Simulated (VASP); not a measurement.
# Ir2C3 (R-3c) in VASP: notebook

Ir2C3 is run at these levels: PBE; tasks: single point, relaxation of cell and atoms.

All numbers are computed with VASP 6.6.1; they aren't measurements. Logs are shortened: lines on timing, memory, paths and dates and some standing lists are left out, and cuts for length are marked.

**1. The cell of the first run**

It takes space group R-3c (No. 167, trigonal). Conventional cell: a = 5.039 Å, b = 5.039 Å, c = 13.759 Å, α = 90.00°, β = 90.00°, γ = 120.00°. Within 2.6 Å of Ir (site symmetry 3) lie 6 C at 1.96 to 2.09 Å. Within 2.9 Å of C (site symmetry 2) lie 4 Ir at 1.96 to 2.09 Å and 8 C at 2.67 to 2.89 Å.

**2. Single point, PBE**

Contents of INCAR:

```
SYSTEM = Ir2C3
PREC = Accurate
ENCUT = 520
EDIFF = 1E-6
ISMEAR = 0
SIGMA = 0.1
LREAL = .FALSE.
LASPH = .TRUE.
NELM = 100
ALGO = Fast
ISIF = 2
LWAVE = .FALSE.
LCHARG = .FALSE.
GGA = PE
NBANDS = 41
```

Contents of KPOINTS:

```
regular mesh
0
G
  6 6 6
  0 0 0
```

Contents of POSCAR:

```
Ir2C3
1.0
    2.5197014159      1.4547502907      4.5862349620
   -2.5197014159      1.4547502907      4.5862349620
    0.0000000000     -2.9095005815      4.5862349620
Ir C
4 6
Direct
    0.8521800000      0.8521800000      0.8521800000
    0.6478200000      0.6478200000      0.6478200000
    0.1478200000      0.1478200000      0.1478200000
    0.3521800000      0.3521800000      0.3521800000
    0.0562500000      0.4437500000      0.7500000000
    0.7500000000      0.0562500000      0.4437500000
    0.4437500000      0.7500000000      0.0562500000
    0.9437500000      0.5562500000      0.2500000000
    0.2500000000      0.9437500000      0.5562500000
    0.5562500000      0.2500000000      0.9437500000
```

Potentials or basis: VASP PAW PBE potentials, release 64 (Ir, C).

Command:

```
$ cat potpaw_PBE.64/Ir/POTCAR potpaw_PBE.64/C/POTCAR > POTCAR
$ mpirun -np 1 vasp_std > vasp.out
```

OUTCAR:

```text
SYSTEM = Ir2C3
   PREC = Accurate
   ENCUT = 520
   EDIFF = 1E-6
   ISMEAR = 0
   LREAL = .FALSE.
   LASPH = .TRUE.
   NELM = 100
   ISIF = 2
   GGA = PE

 ion  position               nearest neighbor table
   1  0.852  0.852  0.852-   9 1.96   8 1.96  10 1.96   7 2.09   6 2.09   5 2.09   2 2.81   3 2.96
                             3 2.96   3 2.96   2 3.41   2 3.41   2 3.41
   2  0.648  0.648  0.648-  10 1.96   8 1.96   9 1.96   6 2.09   7 2.09   5 2.09   1 2.81   4 2.96
                             4 2.96   4 2.96   1 3.41   1 3.41   1 3.41
   3  0.148  0.148  0.148-   6 1.96   5 1.96   7 1.96  10 2.09   9 2.09   8 2.09   4 2.81   1 2.96
                             1 2.96   1 2.96   4 3.41   4 3.41   4 3.41
   4  0.352  0.352  0.352-   7 1.96   5 1.96   6 1.96   9 2.09  10 2.09   8 2.09   3 2.81   2 2.96
                             2 2.96   2 2.96   3 3.41   3 3.41   3 3.41
   5  0.056  0.444  0.750-   3 1.96   4 1.96   1 2.09   2 2.09
   6  0.750  0.056  0.444-   3 1.96   4 1.96   2 2.09   1 2.09
   7  0.444  0.750  0.056-   4 1.96   3 1.96   1 2.09   2 2.09
   8  0.944  0.556  0.250-   1 1.96   2 1.96   3 2.09   4 2.09
   9  0.250  0.944  0.556-   1 1.96   2 1.96   4 2.09   3 2.09
  10  0.556  0.250  0.944-   2 1.96   1 1.96   3 2.09   4 2.09

  LATTYP: Found a trigonal (rhomboedric) cell.
 ALAT       =     5.4312746902
 COS(alpha) =     0.5695481095

  Lattice vectors:

 A1 = (   2.5197014159,   1.4547502907,   4.5862349620)
 A2 = (  -2.5197014159,   1.4547502907,   4.5862349620)
 A3 = (   0.0000000000,  -2.9095005815,   4.5862349620)

Analysis of symmetry for initial positions (statically):
=====================================================================
 Subroutine PRICEL returns:
 Original cell was already a primitive cell.

 Routine SETGRP: Setting up the symmetry group for a
 trigonal (rhombohedral) supercell.

 Subroutine GETGRP returns: Found 12 space group operations
 (whereof  6 operations were pure point group operations)
 out of a pool of 12 trial point group operations.

The static configuration has the point symmetry S_6 .
 The point group associated with its full space group is D_3d.

Analysis of symmetry for dynamics (positions and initial velocities):
=====================================================================
 Subroutine PRICEL returns:
 Original cell was already a primitive cell.

 Routine SETGRP: Setting up the symmetry group for a
 trigonal (rhombohedral) supercell.

 Subroutine GETGRP returns: Found 12 space group operations
 (whereof  6 operations were pure point group operations)
[... 124 lines left out ...]
   NFREE  =      0    steps in history (QN), initial steepest desc. (CG)
   ISIF   =      2    stress and relaxation
   ISYM   =      2    0-nonsym 1-usesym 2-fastsym
   POTIM  = 0.5000    time-step for ionic-motion
   TEBEG  =    0.0;   TEEND  =   0.0 temperature during run
   PSTRESS=    0.0 pullay stress
   NELECT =      60.0000    total number of electrons
   NUPDOWN=      -1.0000    fix difference up-down
   EMIN   =  10.00;   EMAX   =-10.00  energy-range for DOS
   EFERMI =   0.00;   METHOD = LEGACY
   ISMEAR =     0;   SIGMA  =   0.10  broadening in eV -4-tet -1-fermi 0-gaus
   EFERMI_NEDOS =   21; number of points for ismear=-14 and -15
   IALGO  =     68    algorithm
   IMIX   =      4    mixing-type and parameters
     AMIX     =   0.40;   BMIX     =  1.00
     AMIX_MAG =   1.60;   BMIX_MAG =  1.00
  volume/ion in A,a.u.               =      10.09        68.07
  Fermi-wavevector in a.u.,A,eV,Ry     =   1.376819  2.601811 25.791624  1.895631
  Thomas-Fermi vector in A             =   2.502029
   LORBIT       =      0    0 simple, 1 ext, 2 COOP (PROOUT), +10 PAW based schemes
   GGA     = PE    functional components
   LHFCALC =     F    Hartree Fock is set to
   AEXX    =    0.0000 exact exchange contribution
   IVDW    =     0    specifies the selected vdW correction
   LEPSILON=     F    determine dielectric tensor
   LRPA    =     F    only Hartree local field effects (RPA)
 non-spin polarized calculation
 RMM-DIIS sequential band-by-band and
 Gauss-broadening in eV      SIGMA  =   0.10
  energy-cutoff  :      520.00
  volume of cell :      100.87
 maximum number of plane-waves:      2742
   NGX = 21   NGY = 21   NGZ = 21

 number of electron      59.9999999 magnetization

 Free energy of the ion-electron system (eV)
  ---------------------------------------------------
  ext. energy  EPLUGINS =         0.00000000
  ---------------------------------------------------
  free energy    TOTEN  =       -76.25366250 eV

  energy without entropy =      -76.24011363  energy(sigma->0) =      -76.24688806

 E-fermi :   8.6452     XC(G=0): -12.9765

 val. band max:        8.6027327103   @ k =   0.1667   0.1667  -0.0000
 cond. band min:       8.6455905594   @ k =  -0.3333   0.1667  -0.0000
 fundamental gap:      0.0428578491
 Fermi energy:         8.6451513686

 k-point     1 :       0.0000    0.0000    0.0000
  band No.  band energies     occupation
      1      -6.8758      2.00000
      2      -3.5468      2.00000
      3      -3.5468      2.00000
      4      -2.3505      2.00000
      5      -2.3409      2.00000
      6      -2.3409      2.00000
[... 1045 lines left out ...]
     40      14.6788      0.00000
     41      15.3697      0.00000

 [... further k-points ...]
[... 5 lines left out ...]
  --------------------------------------------------------------------------------------
  -------------------------------------------------------------------------------------
  Total       23.0376725     23.0376725     28.3784957     -0.0000000     -0.0000000      0.0000000
  in kB      365.9351250    365.9351250    450.7698590     -0.0000000     -0.0000000      0.0000000
  external PRESSURE =     394.2133697 kB  Pullay stress =       0.0000000 kB

 VOLUME and BASIS-vectors are now :
 -----------------------------------------------------------------------------
  energy-cutoff  :      520.00
  volume of cell :      100.87
      direct lattice vectors                 reciprocal lattice vectors
     2.519701416  1.454750291  4.586234962     0.198436210  0.114567199  0.072681259
    -2.519701416  1.454750291  4.586234962    -0.198436210  0.114567199  0.072681259
     0.000000000 -2.909500582  4.586234962     0.000000000 -0.229134399  0.072681259

 POSITION                                       TOTAL-FORCE (eV/Angst)
 -----------------------------------------------------------------------------------
      0.00000     -0.00000     11.72489         0.000000     -0.000000      0.029377
      0.00000     -0.00000      8.91316         0.000000      0.000000     -0.029377
      0.00000     -0.00000      2.03381         0.000000      0.000000     -0.029377
      0.00000     -0.00000      4.84554         0.000000     -0.000000      0.029377
     -0.97638     -1.45475      5.73279         3.118524      0.000000      0.000000
      1.74804     -0.11820      5.73279        -1.559262      2.700721      0.000000
     -0.77166      1.57295      5.73279        -1.559262     -2.700721      0.000000
      0.97638      1.45475      8.02591        -3.118524      0.000000      0.000000
     -1.74804      0.11820      8.02591         1.559262     -2.700721      0.000000
      0.77166     -1.57295      8.02591         1.559262      2.700721      0.000000
 -----------------------------------------------------------------------------------
    total drift:                                0.000000     -0.000000     -0.000000

  FREE ENERGIE OF THE ION-ELECTRON SYSTEM (eV)
  ---------------------------------------------------
  free  energy   TOTEN  =       -76.2536624953 eV

  energy  without entropy=      -76.2401136304  energy(sigma->0) =      -76.24688806
```

OSZICAR:

```text
N       E                     dE             d eps       ncg     rms          rms(c)
DAV:   1     0.602837907379E+03    0.60284E+03   -0.27126E+04  2624   0.144E+03
DAV:   2    -0.241707736044E+02   -0.62701E+03   -0.60071E+03  2636   0.426E+02
DAV:   3    -0.871197446611E+02   -0.62949E+02   -0.57700E+02  3630   0.127E+02
DAV:   4    -0.902656858875E+02   -0.31459E+01   -0.31055E+01  3263   0.297E+01
DAV:   5    -0.903790624780E+02   -0.11338E+00   -0.11326E+00  3550   0.547E+00    0.710E+01
RMM:   6    -0.786822840251E+02    0.11697E+02   -0.62001E+01  2649   0.465E+01    0.226E+01
RMM:   7    -0.761013249526E+02    0.25810E+01   -0.10491E+01  2625   0.293E+01    0.144E+01
RMM:   8    -0.762477353600E+02   -0.14641E+00   -0.30449E+00  2910   0.654E+00    0.322E+00
RMM:   9    -0.762452158214E+02    0.25195E-02   -0.28779E-01  3004   0.361E+00    0.147E+00
RMM:  10    -0.762521792437E+02   -0.69634E-02   -0.20084E-01  3625   0.217E+00    0.840E-01
RMM:  11    -0.762533244115E+02   -0.11452E-02   -0.27893E-02  3442   0.768E-01    0.388E-01
RMM:  12    -0.762543832464E+02   -0.10588E-02   -0.39093E-03  3285   0.267E-01    0.251E-01
RMM:  13    -0.762536109429E+02    0.77230E-03   -0.24252E-03  3253   0.251E-01    0.424E-02
RMM:  14    -0.762536909256E+02   -0.79983E-04   -0.88700E-04  3776   0.123E-01    0.435E-02
RMM:  15    -0.762536633432E+02    0.27582E-04   -0.83776E-05  3279   0.442E-02    0.198E-02
RMM:  16    -0.762536623393E+02    0.10039E-05   -0.31645E-05  3293   0.242E-02    0.525E-03
RMM:  17    -0.762536624953E+02   -0.15595E-06   -0.58811E-06  2567   0.135E-02
   1 F= -.76253662E+02 E0= -.76246888E+02  d E =-.135489E-01
```

stdout:

```text
POSCAR found type information on POSCAR IrC
 POSCAR found :  2 types and      10 ions
 scaLAPACK will be used
 LDA part: xc-table for (Slater+PW92), standard interpolation
 POSCAR, INCAR and KPOINTS ok, starting setup
 FFT: planning ... GRIDC
 FFT: planning ... GRID_SOFT
 FFT: planning ... GRID
 WAVECAR not read
 entering main loop
```

Run time: 3.1 min. Hardware: 1 thread of Oxide Virtual Turin-like, shared host; peak memory 0.26 GiB.

What came out:

| Quantity | Value |
| --- | --- |
| Free energy | -76.2537 eV |
| Pressure | 39.4 GPa |
| Largest force | 3.119 eV/Å |
| Band gap on the k mesh | zero (bands 30 and 31 overlap by 0.08 eV) |

Forces in eV/Å, atoms in the order of the input:
```
Ir   0.000  0.000  0.029
Ir   0.000  0.000 -0.029
Ir   0.000  0.000 -0.029
Ir   0.000  0.000  0.029
C    3.119  0.000  0.000
C   -1.559  2.701  0.000
C   -1.559 -2.701  0.000
C   -3.119  0.000  0.000
C    1.559 -2.701  0.000
C    1.559  2.701  0.000
```

Levels at points of the mesh, in eV from the Fermi level:
| k point | band 27 | band 28 | band 29 | band 30 | band 31 | band 32 | band 33 | band 34 |
| --- | --- | --- | --- | --- | --- | --- | --- | --- |
| (0.00, 0.00, 0.00) | -1.70 | -1.08 | -0.80 | -0.80 | -0.08 | -0.08 | 1.31 | 2.31 |
| (0.50, 0.00, 0.00) | -0.49 | -0.49 | -0.06 | -0.06 | 0.38 | 0.38 | 0.95 | 0.95 |
| (0.50, 0.50, 0.00) | -1.50 | -1.33 | -1.12 | -0.53 | 0.32 | 0.67 | 0.95 | 1.57 |
| (0.50, 0.50, 0.50) | -1.53 | -1.53 | -1.35 | -1.35 | 1.03 | 1.03 | 1.10 | 1.10 |

Caveat: the stress differs along the axes, from 37 to 45 GPa; spin-orbit coupling is left out, which moves the levels of the heavy elements; forces of over 1 eV/Å act on the atoms, so gaps and moduli don't describe the material at rest.

**3. Single point, PBE**

This run uses another cell than the first one, of 11.11 Å³/atom.

Contents of INCAR:

```
  PREC = Accurate
  ENCUT = 520
  EDIFF = 1E-6
  ISMEAR = 0
  SIGMA = 0.1
  LREAL = F
  LASPH = T
  NELM = 80
  ALGO = Fast
  ISIF = 2
  LWAVE = F
  LCHARG = F
  GGA = PE
  NBANDS = 41
```

Contents of KPOINTS:

```
regular mesh
0
Gamma
  6 6 6
```

Contents of POSCAR:

```
Ir2C3
1.0
    2.5945731608      1.4979775128      4.7660921118
   -2.5945731608      1.4979775128      4.7660921118
    0.0000000000     -2.9959550256      4.7660921118
Ir C
4 6
Direct
    0.8462029584      0.8462029584      0.8462029584
    0.6537970416      0.6537970416      0.6537970416
    0.1537970416      0.1537970416      0.1537970416
    0.3462029584      0.3462029584      0.3462029584
    0.1042306236      0.3957693764      0.7500000000
    0.7500000000      0.1042306236      0.3957693764
    0.3957693764      0.7500000000      0.1042306236
    0.8957693764      0.6042306236      0.2500000000
    0.2500000000      0.8957693764      0.6042306236
    0.6042306236      0.2500000000      0.8957693764
```

Potentials or basis: VASP PAW PBE potentials, release 64 (Ir, C).

Command:

```
$ cat potpaw_PBE.64/Ir/POTCAR potpaw_PBE.64/C/POTCAR > POTCAR
$ mpirun -np 1 vasp_std > vasp.out
```

It took 4.6 min on 1 thread of Oxide Virtual Turin-like, shared host; peak memory 0.28 GiB.

Results (log left out):

| Item | Value |
| --- | --- |
| Free energy | -79.9716 eV |
| Pressure | 2.1 GPa |
| Largest force | 0.165 eV/Å |
| Band gap on the k mesh | zero (bands 30 and 31 overlap by 0.53 eV) |

Forces in eV/Å, atoms in the order of the input:
```
Ir   0.000  0.000 -0.165
Ir   0.000  0.000  0.165
Ir   0.000  0.000  0.165
Ir   0.000  0.000 -0.165
C   -0.079  0.000  0.000
C    0.039 -0.068  0.000
C    0.039  0.068  0.000
C    0.079  0.000  0.000
C   -0.039  0.068  0.000
C   -0.039 -0.068  0.000
```

Stress tensor (GPa, compression positive):
```
2.20 0.00 0.00
0.00 2.20 0.00
0.00 0.00 1.85
```

Levels at points of the mesh, in eV from the Fermi level:
| k point | band 27 | band 28 | band 29 | band 30 | band 31 | band 32 | band 33 | band 34 |
| --- | --- | --- | --- | --- | --- | --- | --- | --- |
| (0.00, 0.00, 0.00) | -2.41 | -1.85 | -1.73 | -1.73 | -0.36 | -0.36 | 1.62 | 2.10 |
| (0.50, 0.00, 0.00) | -1.41 | -1.41 | -0.27 | -0.27 | 0.48 | 0.48 | 1.14 | 1.14 |
| (0.50, 0.50, 0.00) | -1.96 | -1.80 | -1.75 | -0.93 | 0.57 | 0.60 | 1.35 | 1.59 |
| (0.50, 0.50, 0.50) | -2.30 | -2.30 | -1.58 | -1.58 | 0.58 | 0.58 | 1.01 | 1.01 |

Caveat: spin-orbit coupling is left out, which moves the levels of the heavy elements.

**4. Relaxation of cell and atoms, PBE**

Contents of INCAR:

```
PREC = Accurate ; ENCUT = 600
EDIFF = 1E-6 ; ISMEAR = 0
SIGMA = 0.1 ; LREAL = False
LASPH = True ; NELM = 100
ALGO = Fast ; ISIF = 3
LWAVE = False ; LCHARG = False
GGA = PE ; IBRION = 2
NSW = 90 ; EDIFFG = -0.04
```

KPOINTS is that of step 3.

Contents of POSCAR:

```
Ir2C3
1.0
    2.5197014159      1.4547502907      4.5862349620
   -2.5197014159      1.4547502907      4.5862349620
    0.0000000000     -2.9095005815      4.5862349620
Ir C
4 6
Direct
    0.8521800000      0.8521800000      0.8521800000
    0.6478200000      0.6478200000      0.6478200000
    0.1478200000      0.1478200000      0.1478200000
    0.3521800000      0.3521800000      0.3521800000
    0.0562500000      0.4437500000      0.7500000000
    0.7500000000      0.0562500000      0.4437500000
    0.4437500000      0.7500000000      0.0562500000
    0.9437500000      0.5562500000      0.2500000000
    0.2500000000      0.9437500000      0.5562500000
    0.5562500000      0.2500000000      0.9437500000
```

Command:

```
$ cat potpaw_PBE.64/Ir/POTCAR potpaw_PBE.64/C/POTCAR > POTCAR
$ mpirun -np 1 vasp_std > vasp.out
```

Run time: 35 min. Hardware: 1 thread of Oxide Virtual Turin-like, shared host; peak memory 0.37 GiB.

The run converged. Its results:

```yaml
Free_energy: -79.9741 eV
Relaxed_volume: 11.17 Å³/atom
Relaxed_cell: a = 5.640 Å, b = 5.640 Å, c = 5.640 Å, α = 54.86°, β = 54.86°, γ = 54.86°
Space_group_after_relaxing_to_0.1_Å: R-3c (No. 167)
Energy_gained_by_relaxing: 371.6 meV/atom
Ionic_steps: 14
Pressure_after_relaxing: 0.2 GPa
Largest_force_after_relaxing: 0.035 eV/Å
Band_gap_on_the_k_mesh: zero (bands 30 and 31 overlap by 0.51 eV)
```

Forces on the atoms (eV/Å):
```
Ir   0.000  0.000  0.035
Ir   0.000  0.000 -0.035
Ir   0.000  0.000 -0.035
Ir   0.000  0.000  0.035
C   -0.001  0.000  0.000
C    0.001 -0.001  0.000
C    0.001  0.001  0.000
C    0.001  0.000  0.000
C   -0.001  0.001  0.000
C   -0.001 -0.001  0.000
```

Stress tensor (GPa, compression positive):
```
0.19 0.00 0.00
0.00 0.19 0.00
0.00 0.00 0.31
```

Step by step:
| step | energy change (eV) | largest force (eV/Å) | pressure (GPa) | volume (Å³) |
| --- | --- | --- | --- | --- |
| 1 | 0.0000 | 3.1184 | 39.31 | 100.87 |
| 2 | 1.0671 | 1.4545 | -38.12 | 141.46 |
| 3 | -2.2349 | 2.0205 | -10.41 | 116.76 |
| 4 | -2.2456 | 2.0645 | -8.17 | 115.68 |
| 5 | -3.3811 | 0.9955 | -1.53 | 113.35 |
| 6 | -3.5232 | 1.1577 | 2.56 | 112.25 |
| 7 | -3.6373 | 0.2336 | -6.23 | 114.44 |
| 8 | -3.6585 | 0.1767 | -3.97 | 113.82 |
| 9 | -3.6845 | 0.2811 | 3.26 | 110.41 |
| 10 | -3.7045 | 0.1800 | 0.29 | 111.71 |
| 11 | -3.7140 | 0.0898 | -0.28 | 111.85 |
| 12 | -3.7149 | 0.1013 | -0.52 | 111.91 |
| 13 | -3.7148 | 0.0378 | 0.96 | 111.41 |
| 14 | -3.7158 | 0.0353 | 0.23 | 111.67 |

Final structure:
```
Ir C
1.0
     2.59797    1.49994    4.77611
    -2.59797    1.49994    4.77611
     0.00000   -2.99988    4.77611
Ir C
4 6
Direct
  0.84574 0.84574 0.84574
  0.65426 0.65426 0.65426
  0.15426 0.15426 0.15426
  0.34574 0.34574 0.34574
  0.10343 0.39657 0.75000
  0.75000 0.10343 0.39657
  0.39657 0.75000 0.10343
  0.89657 0.60343 0.25000
  0.25000 0.89657 0.60343
  0.60343 0.25000 0.89657
```

Levels at points of the mesh, in eV from the Fermi level:
| k point | band 26 | band 27 | band 28 | band 29 | band 30 | band 31 | band 32 | band 33 | band 34 | band 35 |
| --- | --- | --- | --- | --- | --- | --- | --- | --- | --- | --- |
| (0.00, 0.00, 0.00) | -2.41 | -2.41 | -1.86 | -1.71 | -1.71 | -0.33 | -0.33 | 1.62 | 2.03 | 2.03 |
| (0.50, 0.00, 0.00) | -2.93 | -1.42 | -1.42 | -0.29 | -0.29 | 0.47 | 0.47 | 1.14 | 1.14 | 1.36 |
| (0.50, 0.50, 0.00) | -2.05 | -1.99 | -1.80 | -1.74 | -0.96 | 0.54 | 0.55 | 1.36 | 1.56 | 1.62 |
| (0.50, 0.50, 0.50) | -2.71 | -2.29 | -2.29 | -1.55 | -1.55 | 0.53 | 0.53 | 0.99 | 0.99 | 0.99 |

Caveat: spin-orbit coupling is left out, which moves the levels of the heavy elements.

**5. The runs side by side**

| task | cell | cutoff (eV) | gap on the mesh (eV) | pressure (GPa) | largest force (eV/Å) |
| --- | --- | --- | --- | --- | --- |
| single point | a = 5.431 Å, angles 55.3°, 10 atoms, atomic positions A | 520 | none | 39.4 | 3.12 |
| single point | a = 5.630 Å, angles 54.9°, 10 atoms, atomic positions B | 520 | none | 2.1 | 0.16 |
| relaxation of cell and atoms | relaxed from a = 5.431 Å, angles 55.3°, 10 atoms, atomic positions A | 600 | none | 0.2 | 0.04 |

Alike in all rows: level PBE; potentials or basis VASP PAW PBE potentials, release 64 (Ir, C); no spin polarisation; k mesh 6 × 6 × 6; smearing gaussian 0.1 eV.

Caveats: spin-orbit coupling is left out, which moves the levels of the heavy elements; the stress differs along the axes, from 37 to 45 GPa (at least some runs); forces of over 1 eV/Å act on the atoms, so gaps and moduli don't describe the material at rest (at least some runs).

Absolute energies hang on the potentials; compare differences alone.

The gap in the log of VASP goes by the Fermi energy; the results here count the filled bands.